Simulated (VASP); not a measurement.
# SnTe (P1) in VASP: single point with PBE

Aim: the single point of SnTe with PBE.

Everything below comes from runs of VASP 6.6.1. Logs are shortened: lines on timing, memory, paths and dates and some standing lists are left out, and cuts for length are marked.

**1. The cell of the first run**

The typed cell holds 2 atoms: a = 4.518 Å, b = 4.562 Å, c = 4.567 Å, α = 59.62°, β = 60.15°, γ = 59.21°.

**2. Single point, PBE (atoms moved at random and the cell strained at random)**

Contents of INCAR:

```
SYSTEM = SnTe
PREC     = Accurate       ! precision mode
ENCUT    = 520            ! plane-wave cutoff, eV
EDIFF    = 1E-6           ! SCF threshold, eV
ISMEAR   = 0              ! smearing method
SIGMA    = 0.05           ! smearing width, eV
LREAL    = .FALSE.        ! projectors in reciprocal space
LASPH    = .TRUE.         ! aspherical terms in the spheres
NELM     = 80             ! most SCF steps
ALGO     = Normal         ! electronic algorithm
ISIF     = 2              ! what is computed and relaxed
LWAVE    = .FALSE.        ! write WAVECAR
LCHARG   = .TRUE.         ! write CHGCAR
GGA      = PE             ! functional
LELF     = .TRUE.         ! ELF
LVHAR    = .TRUE.       
NBANDS   = 17             ! bands
```

Contents of KPOINTS:

```
regular mesh
0
G
  10 10 10
  0 0 0
```

Contents of POSCAR:

```
SnTe
1.0
    0.0316165126      3.1728086152      3.2166644722
    3.2245574995      0.0214651407      3.2268158440
    3.2497689936      3.2081714812     -0.0037463534
Sn Te
1 1
Direct
    0.5020440044      0.4904855404      0.5010601474
   -0.0020440044      0.0095144596     -0.0010601474
```

Potentials or basis: VASP PAW PBE potentials, release 64 (Sn_d, Te).

The run is started by

```
cat potpaw_PBE.64/Sn_d/POTCAR potpaw_PBE.64/Te/POTCAR > POTCAR
mpirun -np 1 vasp_std > vasp.out
```

OUTCAR:

```text
SYSTEM = SnTe
   PREC = Accurate
   ENCUT = 520
   EDIFF = 1E-6
   ISMEAR = 0
   LREAL = .FALSE.
   LASPH = .TRUE.
   NELM = 80
   ISIF = 2
   GGA = PE

 ion  position               nearest neighbor table
   1  0.502  0.490  0.501-   2 3.16   2 3.17   2 3.18   2 3.20   2 3.27   2 3.28
   2  0.998  0.010  0.999-   1 3.16   1 3.17   1 3.18   1 3.20   1 3.27   1 3.28

  LATTYP: Found a triclinic cell.
 ALAT       =     7.8177503393
 B/A-ratio  =     0.5738472429
 C/A-ratio  =     0.5841258126
 COS(alpha) =     0.0129955449
 COS(beta)  =     0.3039203091
 COS(gamma) =     0.8627173883

  Lattice vectors:

 A1 = (  -6.4110934679,   3.1159806085,   3.2102594538)
 A2 = (  -3.1929409869,   3.1513434745,  -0.0101513718)
 A3 = (  -3.2497689936,  -3.2081714812,   0.0037463534)

Analysis of symmetry for initial positions (statically):
=====================================================================
 Subroutine PRICEL returns:
 Original cell was already a primitive cell.

 Routine SETGRP: Setting up the symmetry group for a
 triclinic supercell.

 Subroutine GETGRP returns: Found  1 space group operations
 (whereof  1 operations were pure point group operations)
 out of a pool of  2 trial point group operations.

The static configuration has the point symmetry C_1 .

Analysis of symmetry for dynamics (positions and initial velocities):
=====================================================================
 Subroutine PRICEL returns:
 Original cell was already a primitive cell.

 Routine SETGRP: Setting up the symmetry group for a
 triclinic supercell.

 Subroutine GETGRP returns: Found  1 space group operations
 (whereof  1 operations were pure point group operations)
 out of a pool of  2 trial point group operations.

The dynamic configuration has the point symmetry C_1 .

 Subroutine INISYM returns: Found  1 space group operations
 (whereof  1 operations are pure point group operations),
 and found     1 'primitive' translations

----------------------------------------------------------------------------------------

                                     Primitive cell

  volume of cell :      66.0342

  direct lattice vectors                    reciprocal lattice vectors
     0.031616513  3.172808615  3.216664472    -0.156771217  0.158985637  0.155603907
     3.224557499  0.021465141  3.226815844     0.156456814 -0.158304906  0.154608774
     3.249768994  3.208171481 -0.003746353     0.153996350  0.155530040 -0.154923177

  length of vectors
     4.518256792  4.561860619  4.566549770     0.272151104  0.271003785  0.268152307
[... 82 lines left out ...]
   LREAL  =      F    real-space projection
   EDIFFG = 0.1E-04   stopping-criterion for IOM
   NSW    =      0    number of steps for IOM
   IBRION =     -1    ionic relax: 0-MD 1-quasi-New 2-CG
   NFREE  =      0    steps in history (QN), initial steepest desc. (CG)
   ISIF   =      2    stress and relaxation
   ISYM   =      2    0-nonsym 1-usesym 2-fastsym
   POTIM  = 0.5000    time-step for ionic-motion
   TEBEG  =    0.0;   TEEND  =   0.0 temperature during run
   PSTRESS=    0.0 pullay stress
   NELECT =      20.0000    total number of electrons
   NUPDOWN=      -1.0000    fix difference up-down
   EMIN   =  10.00;   EMAX   =-10.00  energy-range for DOS
   EFERMI =   0.00;   METHOD = LEGACY
   ISMEAR =     0;   SIGMA  =   0.05  broadening in eV -4-tet -1-fermi 0-gaus
   EFERMI_NEDOS =   21; number of points for ismear=-14 and -15
   IALGO  =     38    algorithm
   IMIX   =      4    mixing-type and parameters
     AMIX     =   0.40;   BMIX     =  1.00
     AMIX_MAG =   1.60;   BMIX_MAG =  1.00
  volume/ion in A,a.u.               =      33.02       222.81
  Fermi-wavevector in a.u.,A,eV,Ry     =   1.099416  2.077594 16.445561  1.208715
  Thomas-Fermi vector in A             =   2.235810
   LORBIT       =      0    0 simple, 1 ext, 2 COOP (PROOUT), +10 PAW based schemes
   GGA     = PE    functional components
   LHFCALC =     F    Hartree Fock is set to
   AEXX    =    0.0000 exact exchange contribution
   IVDW    =     0    specifies the selected vdW correction
   LEPSILON=     F    determine dielectric tensor
   LRPA    =     F    only Hartree local field effects (RPA)
 non-spin polarized calculation
 Gauss-broadening in eV      SIGMA  =   0.05
  energy-cutoff  :      520.00
  volume of cell :       66.03
 maximum number of plane-waves:      1806
 NGX is ok and might be reduce to    36
   NGX = 17   NGY = 17   NGZ = 17

 number of electron      19.9999999 magnetization

 Free energy of the ion-electron system (eV)
  ---------------------------------------------------
  ext. energy  EPLUGINS =         0.00000000
  ---------------------------------------------------
  free energy    TOTEN  =        -7.56202948 eV

  energy without entropy =       -7.56197212  energy(sigma->0) =       -7.56200080

 E-fermi :   6.3180     XC(G=0):  -9.2519

 val. band max:        6.3002436694   @ k =   0.5000   0.0000   0.0000
 cond. band min:       6.3355110591   @ k =   0.0000   0.0000   0.5000
 fundamental gap:      0.0352673897
 Fermi energy:         6.3179873277

 k-point     1 :       0.0000    0.0000    0.0000
  band No.  band energies     occupation
      1     -15.5862      2.00000
      2     -15.5832      2.00000
      3     -15.5807      2.00000
      4     -15.5791      2.00000
      5     -15.5786      2.00000
      6      -6.1232      2.00000
[... 457 lines left out ...]
      4     -15.5751      2.00000
      5     -15.5739      2.00000
      6      -5.0477      2.00000
[... 9 lines left out ...]
     16      14.4606      0.00000
     17      15.4505      0.00000

 [... further k-points ...]

------------------------ aborting loop because EDIFF is reached ----------------------------------------

  FORCE on cell =-STRESS in cart. coord.  units (eV):
  Direction    XX          YY          ZZ          XY          YZ          ZX
  --------------------------------------------------------------------------------------
  -------------------------------------------------------------------------------------
  Total       -0.2229465      0.3562656     -0.2627168     -0.1191408      0.0173087      0.0026136
  in kB       -5.4093178      8.6440178     -6.3742585     -2.8906957      0.4199583      0.0634139
  external PRESSURE =      -1.0465195 kB  Pullay stress =       0.0000000 kB

 VOLUME and BASIS-vectors are now :
 -----------------------------------------------------------------------------
  energy-cutoff  :      520.00
  volume of cell :       66.03
      direct lattice vectors                 reciprocal lattice vectors
     0.031616513  3.172808615  3.216664472    -0.156771217  0.158985637  0.155603907
     3.224557499  0.021465141  3.226815844     0.156456814 -0.158304906  0.154608774
     3.249768994  3.208171481 -0.003746353     0.153996350  0.155530040 -0.154923177

 POSITION                                       TOTAL-FORCE (eV/Angst)
 -----------------------------------------------------------------------------------
      3.22580      3.21090      3.19574        -0.012318     -0.004751     -0.014489
      3.30856      6.37130      3.23705         0.012318      0.004751      0.014489
 -----------------------------------------------------------------------------------
    total drift:                               -0.000075      0.000100     -0.000319

  FREE ENERGIE OF THE ION-ELECTRON SYSTEM (eV)
  ---------------------------------------------------
  free  energy   TOTEN  =        -7.5620294757 eV

  energy  without entropy=       -7.5619721164  energy(sigma->0) =       -7.56200080
```

Run time: 4 min. Hardware: 1 thread of Intel Xeon 6975P-C (Granite Rapids), shared host; peak memory 0.66 GiB.

Results:

```yaml
Free_energy: -7.5620 eV
Pressure: -0.1 GPa
Largest_force: 0.020 eV/Å
Band_gap_on_the_k_mesh: zero (bands 10 and 11 overlap by 0.04 eV)
```

Forces in eV/Å, atoms in the order of the input:
```
Sn  -0.012 -0.005 -0.014
Te   0.012  0.005  0.014
```

Stress tensor (GPa, compression positive):
```
-0.54 -0.29  0.01
-0.29  0.86  0.04
 0.01  0.04 -0.64
```

Caveat: the cell differs from its parent crystal (atoms moved at random and the cell strained at random); semilocal functionals underestimate gaps, so a narrow gap can read as zero; spin-orbit coupling is left out, which moves the levels of the heavy elements.
